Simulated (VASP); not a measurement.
# CdS in VASP: further runs

The runs below take CdS through single point, with PBE.

All numbers are computed with VASP 6.6.1; they aren't measurements. Logs are shortened: lines on timing, memory, paths and dates and some standing lists are left out, and cuts for length are marked.

### Step 1. The cell of the first run

Symmetry: F-43m, No. 216, cubic system. Conventional cell: a = 5.872 Å, b = 5.872 Å, c = 5.872 Å, α = 90.00°, β = 90.00°, γ = 90.00°. Cd (site symmetry -43m) has 4 S at 2.54 Å within 3.4 Å. Within 3.4 Å of S (site symmetry -43m) lie 4 Cd at 2.54 Å.

### Step 2. Single point, PBE (25.30 Å³/atom)

Input file INCAR:

```
PREC = Accurate
ENCUT = 630
EDIFF = 1E-6
ISMEAR = -1
SIGMA = 0.02
LREAL = False
LASPH = True
NELM = 120
ALGO = Normal
ISIF = 2
LWAVE = False
LCHARG = False
GGA = PE
NBANDS = 20
GGA_COMPAT = False
```

Input file KPOINTS:

```
regular mesh
0
Gamma
  13 13 13
```

Input file POSCAR:

```
CdS
1.0
    0.0000000000      2.9358151324      2.9358151324
    2.9358151324      0.0000000000      2.9358151324
    2.9358151324      2.9358151324      0.0000000000
Cd S
1 1
Direct
    0.0000000000      0.0000000000      0.0000000000
    0.2500000000      0.2500000000      0.2500000000
```

Potentials or basis: VASP PAW PBE potentials, release 64 (Cd_sv_GW, S).

The run is started by

```console
$ cat potpaw_PBE.64/Cd_sv_GW/POTCAR potpaw_PBE.64/S/POTCAR > POTCAR
$ mpirun -np 1 vasp_std > vasp.out
```

OUTCAR:

```text
PREC = Accurate
   ENCUT = 630
   EDIFF = 1E-6
   ISMEAR = -1
   LREAL = False
   LASPH = True
   NELM = 120
   ISIF = 2
   GGA = PE

 ion  position               nearest neighbor table
   1  0.000  0.000  0.000-   2 2.54   2 2.54   2 2.54   2 2.54
   2  0.250  0.250  0.250-   1 2.54   1 2.54   1 2.54   1 2.54

  LATTYP: Found a face centered cubic cell.
 ALAT       =     5.8716302648

  Lattice vectors:

 A1 = (   0.0000000000,   2.9358151324,   2.9358151324)
 A2 = (   2.9358151324,   0.0000000000,   2.9358151324)
 A3 = (   2.9358151324,   2.9358151324,   0.0000000000)

Analysis of symmetry for initial positions (statically):
=====================================================================
 Subroutine PRICEL returns:
 Original cell was already a primitive cell.

 Routine SETGRP: Setting up the symmetry group for a
 face centered cubic supercell.

 Subroutine GETGRP returns: Found 24 space group operations
 (whereof 24 operations were pure point group operations)
 out of a pool of 48 trial point group operations.

The static configuration has the point symmetry T_d .

Analysis of symmetry for dynamics (positions and initial velocities):
=====================================================================
 Subroutine PRICEL returns:
 Original cell was already a primitive cell.

 Routine SETGRP: Setting up the symmetry group for a
 face centered cubic supercell.

 Subroutine GETGRP returns: Found 24 space group operations
 (whereof 24 operations were pure point group operations)
 out of a pool of 48 trial point group operations.

The dynamic configuration has the point symmetry T_d .

 Subroutine INISYM returns: Found 24 space group operations
 (whereof 24 operations are pure point group operations),
 and found     1 'primitive' translations

----------------------------------------------------------------------------------------

                                     Primitive cell

  volume of cell :      50.6076

  direct lattice vectors                    reciprocal lattice vectors
     0.000000000  2.935815132  2.935815132    -0.170310451  0.170310451  0.170310451
     2.935815132  0.000000000  2.935815132     0.170310451 -0.170310451  0.170310451
     2.935815132  2.935815132  0.000000000     0.170310451  0.170310451 -0.170310451

  length of vectors
     4.151869577  4.151869577  4.151869577     0.294986355  0.294986355  0.294986355

  position of ions in fractional coordinates (direct lattice)
     0.000000000  0.000000000  0.000000000
     0.250000000  0.250000000  0.250000000

  ion indices of the primitive-cell ions
   primitive index   ion index
                 1           1
                 2           2

----------------------------------------------------------------------------------------

 KPOINTS: regular mesh

Automatic generation of k-mesh.
 Grid dimensions read from file:
 generate k-points for:   13   13   13

 Generating k-lattice:

  Cartesian coordinates                     Fractional coordinates (reciprocal lattice)
    -0.013100804  0.013100804  0.013100804     0.076923077  0.000000000  0.000000000
     0.013100804 -0.013100804  0.013100804     0.000000000  0.076923077  0.000000000
     0.013100804  0.013100804 -0.013100804     0.000000000  0.000000000  0.076923077

  Length of vectors
     0.022691258  0.022691258  0.022691258

  Shift w.r.t. Gamma in fractional coordinates (k-lattice)
     0.000000000  0.000000000  0.000000000

 Subroutine IBZKPT returns following result:
 ===========================================

 Found     84 irreducible k-points:

 Following reciprocal coordinates:
            Coordinates               Weight
  0.000000  0.000000  0.000000      1.000000
  0.076923  0.000000  0.000000      8.000000
  0.153846  0.000000  0.000000      8.000000
  0.230769  0.000000  0.000000      8.000000
  0.307692  0.000000  0.000000      8.000000
  0.384615  0.000000  0.000000      8.000000
[... 16 lines left out ...]
  0.384615  0.153846  0.000000     24.000000
  0.461538  0.153846  0.000000     24.000000
 [... further k-points ...]
   k-points           NKPTS =     84   k-points in BZ     NKDIM =     84   number of bands    NBANDS=     20
   number of dos      NEDOS =    301   number of ions     NIONS =      2
   total plane-waves  NPLWV =  46656
   dimension x,y,z NGX =    36 NGY =   36 NGZ =   36
   dimension x,y,z NGXF=    72 NGYF=   72 NGZF=   72
   ions per type =               1   1
   NGX,Y,Z   is equivalent  to a cutoff of  14.41, 14.41, 14.41 a.u.
   NGXF,Y,Z  is equivalent  to a cutoff of  28.83, 28.83, 28.83 a.u.
 SYSTEM =  unknown system
   PREC   = accura    normal or accurate (medium, high low for compatibility)
   ISTART =      0    job   : 0-new  1-cont  2-samecut
   ICHARG =      2    charge: 1-file 2-atom 10-const
   ISPIN  =      1    spin polarized calculation?
   LNONCOLLINEAR =      F non collinear calculations
   LSORBIT =      F    spin-orbit coupling
   LASPH  =      T    aspherical Exc in radial PAW
   ENCUT  =  630.0 eV  46.30 Ry    6.80 a.u.   8.50  8.50  8.50*2*pi/ulx,y,z
   NELM   =    120;   NELMIN=  2; NELMDL= -5     # of ELM steps
   EDIFF  = 0.1E-05   stopping-criterion for ELM
   LREAL  =      F    real-space projection
   EDIFFG = 0.1E-04   stopping-criterion for IOM
   NSW    =      0    number of steps for IOM
   IBRION =     -1    ionic relax: 0-MD 1-quasi-New 2-CG
   NFREE  =      0    steps in history (QN), initial steepest desc. (CG)
   ISIF   =      2    stress and relaxation
   ISYM   =      2    0-nonsym 1-usesym 2-fastsym
   POTIM  = 0.5000    time-step for ionic-motion
   TEBEG  =    0.0;   TEEND  =   0.0 temperature during run
   PSTRESS=    0.0 pullay stress
   NELECT =      26.0000    total number of electrons
   NUPDOWN=      -1.0000    fix difference up-down
   EMIN   =  10.00;   EMAX   =-10.00  energy-range for DOS
   EFERMI =   0.00;   METHOD = LEGACY
   ISMEAR =    -1;   SIGMA  =   0.02  broadening in eV -4-tet -1-fermi 0-gaus
   EFERMI_NEDOS =   21; number of points for ismear=-14 and -15
   IALGO  =     38    algorithm
   IMIX   =      4    mixing-type and parameters
     AMIX     =   0.40;   BMIX     =  1.00
     AMIX_MAG =   1.60;   BMIX_MAG =  1.00
  volume/ion in A,a.u.               =      25.30       170.76
  Fermi-wavevector in a.u.,A,eV,Ry     =   1.311175  2.477761 23.390853  1.719179
  Thomas-Fermi vector in A             =   2.441654
   LORBIT       =      0    0 simple, 1 ext, 2 COOP (PROOUT), +10 PAW based schemes
   GGA     = PE    functional components
   LHFCALC =     F    Hartree Fock is set to
   AEXX    =    0.0000 exact exchange contribution
   IVDW    =     0    specifies the selected vdW correction
   LEPSILON=     F    determine dielectric tensor
   LRPA    =     F    only Hartree local field effects (RPA)
 non-spin polarized calculation
  energy-cutoff  :      630.00
  volume of cell :       50.61
 maximum number of plane-waves:      1841
 NGX is ok and might be reduce to    36
   NGX = 17   NGY = 17   NGZ = 17

 number of electron      26.0000002 magnetization

 Free energy of the ion-electron system (eV)
  ---------------------------------------------------
  ext. energy  EPLUGINS =         0.00000000
  ---------------------------------------------------
  free energy    TOTEN  =        -6.21523576 eV

  energy without entropy =       -6.21523576  energy(sigma->0) =       -6.21523576

 E-fermi :   3.1192     XC(G=0):  -9.1669

 val. band max:        2.6574678713   @ k =   0.0000   0.0000   0.0000
 cond. band min:       3.7590979534   @ k =   0.0000   0.0000   0.0000
 fundamental gap:      1.1016300821
 Fermi energy:         3.1192035472

 k-point     1 :       0.0000    0.0000    0.0000
  band No.  band energies     occupation
      1     -98.6371      2.00000
      2     -59.6989      2.00000
      3     -59.6989      2.00000
      4     -59.6989      2.00000
      5      -9.5876      2.00000
      6      -4.9951      2.00000
[... 12 lines left out ...]
     19      14.1118      0.00000
     20      14.1118      0.00000

 k-point     2 :       0.0769    0.0000    0.0000
  band No.  band energies     occupation
      1     -98.6371      2.00000
      2     -59.6989      2.00000
      3     -59.6989      2.00000
      4     -59.6989      2.00000
      5      -9.5643      2.00000
      6      -4.9866      2.00000
[... 12 lines left out ...]
     19      13.7997      0.00000
     20      14.3251      0.00000

 k-point     3 :       0.1538    0.0000    0.0000
  band No.  band energies     occupation
      1     -98.6371      2.00000
      2     -59.6990      2.00000
      3     -59.6989      2.00000
      4     -59.6989      2.00000
      5      -9.4994      2.00000
      6      -4.9640      2.00000
[... 12 lines left out ...]
     19      13.3725      0.00000
     20      14.4801      0.00000

 k-point     4 :       0.2308    0.0000    0.0000
  band No.  band energies     occupation
      1     -98.6371      2.00000
      2     -59.6991      2.00000
      3     -59.6989      2.00000
      4     -59.6989      2.00000
      5      -9.4076      2.00000
      6      -4.9347      2.00000
[... 12 lines left out ...]
     19      13.2352      0.00000
     20      14.0141      0.00000

 k-point     5 :       0.3077    0.0000    0.0000
  band No.  band energies     occupation
      1     -98.6371      2.00000
      2     -59.6993      2.00000
      3     -59.6990      2.00000
      4     -59.6990      2.00000
      5      -9.3099      2.00000
      6      -4.9080      2.00000
[... 12 lines left out ...]
     19      13.5239      0.00000
     20      13.6618      0.00000
[... 353 lines left out ...]
      6      -4.9166      2.00000
[... 12 lines left out ...]
     19      14.2049      0.00000
     20      15.8864      0.00000

 k-point    22 :       0.3077    0.1538    0.0000
  band No.  band energies     occupation
      1     -98.6371      2.00000
      2     -59.6992      2.00000
      3     -59.6990      2.00000
      4     -59.6989      2.00000
      5      -9.3153      2.00000
      6      -4.8959      2.00000
[... 12 lines left out ...]
     19      14.2946      0.00000
     20      15.4411      0.00000

 k-point    23 :       0.3846    0.1538    0.0000
  band No.  band energies     occupation
      1     -98.6371      2.00000
      2     -59.6993      2.00000
      3     -59.6990      2.00000
      4     -59.6990      2.00000
      5      -9.2317      2.00000
      6      -4.8773      2.00000
[... 12 lines left out ...]
     19      14.7045      0.00000
     20      15.1761      0.00000

 k-point    24 :       0.4615    0.1538    0.0000
  band No.  band energies     occupation
      1     -98.6371      2.00000
      2     -59.6993      2.00000
      3     -59.6990      2.00000
      4     -59.6990      2.00000
      5      -9.1698      2.00000
      6      -4.8657      2.00000
[... 12 lines left out ...]
     19      15.1725      0.00000
     20      15.2141      0.00000

 [... further k-points ...]

------------------------ aborting loop because EDIFF is reached ----------------------------------------

  FORCE on cell =-STRESS in cart. coord.  units (eV):
  Direction    XX          YY          ZZ          XY          YZ          ZX
  --------------------------------------------------------------------------------------
  -------------------------------------------------------------------------------------
  Total        0.4625095      0.4625095      0.4625095      0.0000000     -0.0000000     -0.0000000
  in kB       14.6424975     14.6424975     14.6424975      0.0000000     -0.0000000     -0.0000000
  external PRESSURE =      14.6424975 kB  Pullay stress =       0.0000000 kB

 VOLUME and BASIS-vectors are now :
 -----------------------------------------------------------------------------
  energy-cutoff  :      630.00
  volume of cell :       50.61
      direct lattice vectors                 reciprocal lattice vectors
     0.000000000  2.935815132  2.935815132    -0.170310451  0.170310451  0.170310451
     2.935815132  0.000000000  2.935815132     0.170310451 -0.170310451  0.170310451
     2.935815132  2.935815132  0.000000000     0.170310451  0.170310451 -0.170310451

 POSITION                                       TOTAL-FORCE (eV/Angst)
 -----------------------------------------------------------------------------------
      0.00000      0.00000      0.00000        -0.000000     -0.000000     -0.000000
      1.46791      1.46791      1.46791         0.000000      0.000000      0.000000
 -----------------------------------------------------------------------------------
    total drift:                                0.000000      0.000000     -0.000000

  FREE ENERGIE OF THE ION-ELECTRON SYSTEM (eV)
  ---------------------------------------------------
  free  energy   TOTEN  =        -6.2152357578 eV

  energy  without entropy=       -6.2152357578  energy(sigma->0) =       -6.21523576
```

Wall time 70 s (1 thread of AMD EPYC 9R45 (Zen 5), shared host); peak memory 0.27 GiB.

Results:

- Free energy: -6.2152 eV
- Pressure: 1.5 GPa
- Band gap on the k mesh: 1.10 eV

Levels at points of the mesh, in eV from the valence-band top:
| k point | band 9 | band 10 | band 11 | band 12 | band 13 | band 14 | band 15 | band 16 | band 17 | band 18 |
| --- | --- | --- | --- | --- | --- | --- | --- | --- | --- | --- |
| (0.00, 0.00, 0.00) | -7.20 | -7.20 | 0.00 | 0.00 | 0.00 | 1.10 | 6.56 | 6.56 | 6.56 | 11.33 |

Caveat: an odd mesh through Γ misses points on the zone boundary, where band edges can lie.

### Step 3. Single point, PBE (z stretched by +2 %, then relaxed in part)

Input file INCAR:

```
SYSTEM = CdS
  ALGO = Normal
  EDIFF = 1E-6
  ENCUT = 630
  GGA = PE
  GGA_COMPAT = .False.
  ISIF = 2
  ISMEAR = -1
  LASPH = .True.
  LCHARG = .True.
  LELF = .True.
  LREAL = .False.
  LVHAR = .True.
  LWAVE = .False.
  NBANDS = 20
  NELM = 120
  PREC = Accurate
  SIGMA = 0.02
```

Input file KPOINTS:

```
k-points
0
Gamma
  13 13 13
  0 0 0
```

Input file POSCAR:

```
CdS
1.0
    0.0000000000      2.9165000000      2.9748300000
    2.9165000000      0.0000000000      2.9748300000
    2.9165000000      2.9165000000      0.0000000000
Cd S
1 1
Direct
    0.0000000000      0.0000000000      0.0000000000
    0.2500000000      0.2500000000      0.2500000000
```

Potentials or basis: VASP PAW PBE potentials, release 64 (Cd_sv_GW, S).

The run is started by

```console
$ cat potpaw_PBE.64/Cd_sv_GW/POTCAR potpaw_PBE.64/S/POTCAR > POTCAR
$ mpirun -np 1 vasp_std > vasp.out
```

Wall time 3.5 min (1 thread of Intel Xeon Platinum 8559C (Emerald Rapids), shared host); peak memory 0.44 GiB.

It converged, with:

* Free energy: -6.2145 eV
* Pressure: 1.5 GPa
* Band gap on the k mesh: 1.08 eV

Stress tensor (GPa, compression positive):
```
1.58 0.00 0.00
0.00 1.58 0.00
0.00 0.00 1.20
```

Levels at points of the mesh, in eV from the valence-band top:
```tsv
k point	band 10	band 11	band 12	band 13	band 14	band 15	band 16	band 17
(0.00, 0.00, 0.00)	-7.22	-0.06	0.00	0.00	1.08	6.54	6.54	6.54
```

Caveat: the cell differs from its parent crystal (z stretched by +2 %, then relaxed in part).
